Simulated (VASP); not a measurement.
Input of a VASP 6.6.1 run:

INCAR

```
ALGO = Normal
DIPOL = 0.5 0.5 0.329
EDIFF = 1E-7
ENCUT = 520
GGA = CA
IDIPOL = 3
ISIF = 2
ISMEAR = 0
LASPH = T
LCHARG = F
LDIPOL = T
LREAL = F
LWAVE = F
NBANDS = 20
NELM = 100
PREC = Accurate
SIGMA = 0.1
```

KPOINTS

```
k-points
0
Gamma
  4 5 1
```

The input POSCAR:

```
LiMg8
1.0
    6.2932257366      0.0000000000      0.0000000000
    0.0000000000      5.0388886594      0.0000000000
    0.0000000000      0.0000000000     19.0846137325
Mg Li
8 1
Direct
    0.0000000000      0.7500000000      0.2095929242
    0.5000000000      0.7500000000      0.2095929242
    0.2500000000      0.2500000000      0.2571887995
    0.7500000000      0.2500000000      0.2571887995
    0.2500000000      0.7500000000      0.3565915112
    0.7500000000      0.7500000000      0.3565915112
    0.0000000000      0.2500000000      0.3974203428
    0.5000000000      0.2500000000      0.3974203428
    0.2500000000      0.2500000000      0.5182294569
```

Potentials or basis: VASP PAW LDA potentials, release 64 (Mg, Li_sv).

Launch:

```bash
$ cat potpaw_LDA.64/Mg/POTCAR potpaw_LDA.64/Li_sv/POTCAR > POTCAR
$ mpirun -np 1 vasp_std > vasp.out
```

Question: Estimate the largest force.

Answer: 0.286 eV/Å.

Forces on the atoms (eV/Å):
```
Mg   0.015  0.000  0.285
Mg  -0.015  0.000  0.285
Mg   0.000  0.000 -0.180
Mg   0.000  0.000 -0.123
Mg   0.000  0.000  0.146
Mg   0.000  0.000  0.041
Mg  -0.177  0.000 -0.212
Mg   0.177  0.000 -0.212
Li   0.000  0.000 -0.030
```
